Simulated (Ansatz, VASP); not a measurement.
# One calculation of SrTiO3, two programs

```
CELL_PARAMETERS angstrom
3.93642 0.00000 0.00000
0.00000 3.93642 0.00000
0.00000 0.00000 3.93642
ATOMIC_POSITIONS crystal
Sr 0.00000 0.00000 0.00000
Ti 0.50000 0.50000 0.50000
O 0.50000 0.50000 0.00000
O 0.50000 0.00000 0.50000
O 0.00000 0.50000 0.50000
```

Alike in both runs: task single point; functional HSE06; k mesh 4 × 4 × 4; no spin polarisation.

|  | VASP | Ansatz |
| --- | --- | --- |
| version | VASP 6.6.1 | Ansatz 0.2.0 |
| potentials or method | VASP PAW PBE potentials, release 64 (Sr_sv, Ti_sv, O), cutoff 520 eV | scalar-relativistic, plane waves, PAW |
| occupations | gaussian, width 0.01 eV | fixed |
| valence electrons in the cell | 40 | 40 |

```tsv
	VASP	Ansatz	Ansatz less VASP
gap on the k mesh at the Fermi level (eV)	3.23	3.26	+0.036
least direct gap on the mesh (eV)	3.62	3.65	+0.030
pressure (GPa)	-5.2	-5.8	-0.58
```

Ansatz's warnings: stress exchange threshold loose, stress scf threshold loose.
